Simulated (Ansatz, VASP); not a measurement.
**In3Se: VASP beside Ansatz**

File INCAR:

```
  PREC = Accurate
  ENCUT = 600
  EDIFF = 1E-6
  ISMEAR = 0
  SIGMA = 0.1
  LREAL = F
  LASPH = T
  NELM = 80
  ALGO = Normal
  ISIF = 3
  LWAVE = F
  LCHARG = F
  GGA = PE
  IVDW = 12
  IBRION = 2
  NSW = 80
  EDIFFG = -0.01
```

KPOINTS

```
regular mesh
0
Gamma
  10 10 10
```

POSCAR

```
In3Se
1.0
    4.8037580000      0.0000000000      0.0000000000
    0.0000000000      4.8037580000      0.0000000000
    0.0000000000      0.0000000000      4.8037580000
In Se
3 1
Direct
    0.0000000000      0.5000000000      0.5000000000
    0.5000000000      0.0000000000      0.5000000000
    0.5000000000      0.5000000000      0.0000000000
    0.0000000000      0.0000000000      0.0000000000
```

Input for Ansatz:

```yaml
crystal:
  lattice:
    - [4.803758, 0.0, 0.0]
    - [0.0, 4.803758, 0.0]
    - [0.0, 0.0, 4.803758]
  atoms:
    - { symbol: In, position: [0.0, 0.5, 0.5] }
    - { symbol: In, position: [0.5, 0.0, 0.5] }
    - { symbol: In, position: [0.5, 0.5, 0.0] }
    - { symbol: Se, position: [0.0, 0.0, 0.0] }
basis:
  ecutwfc: 420
kpoints:
  mp_grid: { grid: [10, 10, 10] }
hamiltonian:
  xc: pbe
  dispersion: d3bj
scf:
  occupations: { method: gaussian, width: 0.1 }
output:
  forces: true
  stress: true
  eigenvalues: true
relax:
  adjacent_minimum: "off"
  f_tol: 0.01
  max_steps: 60
  cell: { stress_tol: 0.05 }
```

Alike in both runs: task relaxation of cell and atoms; functional PBE; dispersion D3(BJ); k mesh 10 × 10 × 10; occupations gaussian, width 0.1 eV; no spin polarisation.

|  | VASP | Ansatz |
| --- | --- | --- |
| version | VASP 6.6.1 | Ansatz 0.2.0 |
| potentials or method | VASP PAW PBE potentials, release 64 (In_d, Se), cutoff 600 eV | scalar-relativistic, plane waves, PAW |
| valence electrons in the cell | 45 | 55 |

```csv
,VASP,Ansatz,Ansatz less VASP
"gap on the k mesh at the Fermi level, each at its own relaxed structure (eV)",none,none,-
relaxed volume (Å³/atom),26.03,25.97,-0.056
relaxed cell length with the largest relative difference (Å),4.704,4.701,-0.0034
```

A gap of «none» marks a metal or a gap that the smearing closes. VASP's potentials hold 45 valence electrons a cell and Ansatz's 55, so a difference there can come from the potentials and not from the codes.
